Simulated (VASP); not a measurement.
Set up this calculation in VASP 6.6.1, as the native input.

| Property | Result |
| --- | --- |
| Task | relaxation of the atoms |
| Functional | PBE |
| Potentials or basis | VASP PAW PBE potentials, release 64 (K_sv) |
| Cutoff | 520 eV |
| k mesh | 3 × 3 × 5 |
| Occupations | gaussian, width 0.1 eV |
| Spin | no spin polarisation |
| Dipole correction | no |
| Further INCAR settings | ALGO = Fast; EDIFF = 1e-06; IBRION = 2; EDIFFG = -0.02; NSW = 30 |

The structure of K lies in POSCAR:

```
K
1.0
   -2.2081090471      2.2081090471      8.0458679461
    2.2081090471     -2.2081090471      8.0458679461
    2.2081090471      2.2081090471     -8.0458679461
K
2
Direct
    0.2500000000      0.7500000000      0.5000000000
    0.5000000000      0.5000000000      0.0000000000
```

These files were run (other wordings do the same):

INCAR

```
SYSTEM = K
PREC = Accurate ; ENCUT = 520
EDIFF = 1E-6 ; ISMEAR = 0
SIGMA = 0.1 ; LREAL = .False.
LASPH = .True. ; NELM = 100
ALGO = Fast ; ISIF = 2
LWAVE = .False. ; LCHARG = .False.
GGA = PE ; IBRION = 2
NSW = 30 ; EDIFFG = -0.02
```

KPOINTS

```
regular mesh
0
Gamma
  3 3 5
  0 0 0
```

Potentials or basis: VASP PAW PBE potentials, release 64 (K_sv).

The run is started by

```sh
$ cat potpaw_PBE.64/K_sv/POTCAR > POTCAR
$ mpirun -np 1 vasp_std > vasp.out
```

Results of the run:

```yaml
Pressure_after_relaxing: -0.1 GPa
Band_gap_on_the_k_mesh: zero (bands 9 and 10 overlap by 2.08 eV)
```

Caveat: the k points lie up to 0.37 Å⁻¹ apart, too coarse for converged energies and pressures of a metal; the relaxation stopped at its first step, so nothing moved.

It took 77 s on 1 thread of Intel(R) Xeon(R) Platinum 8488C (Sapphire Rapids), with other jobs on the host, peak memory 0.53 GiB.
